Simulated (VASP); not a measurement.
Set up this calculation in VASP 6.6.1, as the native input.

```
Task                   : single point
Functional             : PBEsol
Potentials or basis    : VASP PAW PBE potentials, release 64 (W_sv, Se)
Cutoff                 : 520 eV
k mesh                 : 12 × 12 × 2
Occupations            : gaussian, width 0.02 eV
Spin                   : no spin polarisation
Dipole correction      : no
Further INCAR settings : ALGO = Normal; EDIFF = 1e-06; NBANDS = 35
```

The structure of WSe2 lies in POSCAR:

```
WSe2
1.0
    3.2056739417      0.0000000000      0.0000000000
   -1.6028369708      2.7761950697      0.0000000000
    0.0000000000      0.0000000000     13.3512025618
W Se
2 4
Direct
    0.6666666667      0.3333333333      0.7500000000
    0.3333333333      0.6666666667      0.2500000000
    0.3333333333      0.6666666667      0.8773124881
    0.6666666667      0.3333333333      0.3773124881
    0.3333333333      0.6666666667      0.6226875119
    0.6666666667      0.3333333333      0.1226875119
```

This cell differs from its parent crystal: biaxial strain in the a-b plane: -2.0 %, then relaxed in part.

The input as run:

INCAR

```
PREC = Accurate
ENCUT = 520
EDIFF = 1E-6
ISMEAR = 0
SIGMA = 0.02
LREAL = F
LASPH = T
NELM = 60
ALGO = Normal
ISIF = 2
LWAVE = F
LCHARG = F
GGA = PS
NBANDS = 35
```

KPOINTS

```
Automatic mesh
0
Gamma
  12 12 2
```

Potentials or basis: VASP PAW PBE potentials, release 64 (W_sv, Se).

Run with:

```bash
$ cat potpaw_PBE.64/W_sv/POTCAR potpaw_PBE.64/Se/POTCAR > POTCAR
$ mpirun -np 1 vasp_std > vasp.out
```

Results of the run:

```
Pressure               : 3.8 GPa
Largest force          : 0.065 eV/Å
Band gap on the k mesh : 1.04 eV (least direct gap 1.86 eV)
```

Caveat: the cell differs from its parent crystal (biaxial strain in the a-b plane: -2.0 %, then relaxed in part); the cell stands under pressure; the PAW data sets were made with another functional, which shifts forces and pressure a little; spin-orbit coupling is left out, which moves the levels of the heavy elements; this functional lacks dispersion, which binds the layers, so the pressure and a relaxed spacing across them are unreliable.

Wall time 2.5 min on 1 thread of Intel Xeon 8259CL, on a shared host, peak memory 0.3 GiB.
